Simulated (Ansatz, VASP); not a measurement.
**One calculation of Sc, two programs**

```
CELL_PARAMETERS angstrom
3.37155 0.00000 0.00000
-1.68577 2.91985 0.00000
0.00000 0.00000 10.87391
ATOMIC_POSITIONS crystal
Sc 0.00000 0.00000 0.00000
Sc 0.00000 0.00000 0.50000
Sc 0.33333 0.66667 0.75000
Sc 0.66667 0.33333 0.25000
```

Alike in both runs: task single point; functional PBEsol; k mesh 6 × 6 × 2; occupations gaussian, width 0.1 eV; no spin polarisation.

```csv
,VASP,Ansatz
version,VASP 6.6.1,Ansatz 0.2.0
potentials or method,"VASP PAW PBE potentials, release 64 (Sc_sv), cutoff 520 eV","scalar-relativistic, plane waves, PAW"
valence electrons in the cell,44,44
```

|  | VASP | Ansatz | Ansatz less VASP |
| --- | --- | --- | --- |
| gap on the k mesh at the Fermi level (eV) | none | none | - |
| pressure (GPa) | -5.6 | -5.6 | 0.00 |
| traceless stress, the component that is largest in VASP (GPa) | -0.62 | -0.62 | 0.000 |

VASP's potentials were made for PBE, not for PBEsol. A gap of «none» marks a metal or a gap that the smearing closes.
